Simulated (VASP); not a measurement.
Here is a VASP 6.6.1 calculation.

INCAR

```
SYSTEM = BiCCl
PREC = Accurate
ENCUT = 600
EDIFF = 1E-7
ISMEAR = 0
SIGMA = 0.1
LREAL = .FALSE.
LASPH = .TRUE.
NELM = 80
ALGO = Normal
ISIF = 3
LWAVE = .FALSE.
LCHARG = .FALSE.
GGA = PE
IBRION = 2
NSW = 100
EDIFFG = -0.01
```

Contents of KPOINTS:

```
Automatic mesh
0
G
  12 12 8
  0 0 0
```

Contents of POSCAR:

```
BiCCl
1.0
    4.9615597517      0.0000000000      0.0000000000
   -2.4807798758      4.2968367873      0.0000000000
    0.0000000000      0.0000000000      5.6597272465
Bi C Cl
2 2 2
Direct
    0.6666666667      0.3333333333      0.2500000000
    0.3333333333      0.6666666667      0.7500000000
    0.0000000000      0.0000000000      0.5000000000
    0.0000000000      0.0000000000      0.0000000000
    0.3333333333      0.6666666667      0.2500000000
    0.6666666667      0.3333333333      0.7500000000
```

Potentials or basis: VASP PAW PBE potentials, release 64 (Bi_d, C, Cl).

Run with:

```sh
$ cat potpaw_PBE.64/Bi_d/POTCAR potpaw_PBE.64/C/POTCAR potpaw_PBE.64/Cl/POTCAR > POTCAR
$ mpirun -np 1 vasp_std > vasp.out
```

Question: Estimate the space group after relaxing (to 0.1 Å).

Answer: P6_3/mmc (No. 194).

Question: Predict the relaxed volume.

Answer: 20.11 Å³/atom.

Question: What does it give for the band gap on the k mesh?

Answer: Zero (bands 26 and 27 overlap by 0.98 eV).

Question: Predict the relaxed cell.

Answer: a = 4.961 Å, b = 4.961 Å, c = 5.663 Å, α = 90.00°, β = 90.00°, γ = 120.00°.

Final structure:
```
Bi C Cl
1.0
     4.96055    0.00000    0.00000
    -2.48028    4.29597    0.00000
     0.00000    0.00000    5.66260
Bi C Cl
2 2 2
Cartesian
  2.4803 1.4320 1.4157
  0.0000 2.8640 4.2469
  0.0000 0.0000 2.8313
  0.0000 0.0000 0.0000
  0.0000 2.8640 1.4157
  2.4803 1.4320 4.2469
```

Caveat: spin-orbit coupling is left out, which moves the levels of the heavy elements.
